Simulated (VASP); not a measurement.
A run of VASP 6.6.1:

File POSCAR:

```
TaRu
1.0
    3.2348050000      0.0000000000      0.0000000000
    0.0000000000      3.2348050000      0.0000000000
    0.0000000000      0.0000000000      3.1870000000
Ta Ru
1 1
Direct
    0.5000000000      0.5000000000      0.5000000000
    0.0000000000      0.0000000000      0.0000000000
```

File INCAR.step1:

```
SYSTEM = TaRu
PREC = Accurate ; ENCUT = 520
ISMEAR = 0 ; SIGMA = 0.15
LREAL = .False. ; LASPH = .True.
NELM = 80 ; NBANDS = 20
GGA = PE ; ALGO = Normal
EDIFF = 1E-4 ; LWAVE = .True.
LCHARG = .False.
```

File INCAR.step2:

```
SYSTEM = TaRu
PREC = Accurate ; ENCUT = 520
EDIFF = 1E-6 ; ISMEAR = 0
SIGMA = 0.15 ; LREAL = .False.
LASPH = .True. ; NELM = 80
ALGO = Normal ; ISIF = 2
LWAVE = .False. ; LCHARG = .False.
METAGGA = R2SCAN ; LMIXTAU = .True.
NBANDS = 20 ; ISTART = 1
```

Contents of KPOINTS:

```
Automatic mesh
0
Gamma
  16 16 16
  0 0 0
```

Potentials or basis: VASP PAW PBE potentials, release 64 (Ta_pv, Ru_pv).

Command:

```sh
$ cat potpaw_PBE.64/Ta_pv/POTCAR potpaw_PBE.64/Ru_pv/POTCAR > POTCAR
$ cp INCAR.step1 INCAR
$ mpirun -np 1 vasp_std > vasp.out
$ cp INCAR.step2 INCAR
$ mpirun -np 1 vasp_std > vasp.out
```

Hardware: 1 thread of Intel(R) Xeon(R) 6975P-C (Granite Rapids), on a shared host.

Problem. How long does it take, and how much memory?

Solution. Wall time 3.3 min on 1 thread of Intel(R) Xeon(R) 6975P-C (Granite Rapids), on a shared host, peak memory 0.36 GiB. Counts: k points 405.
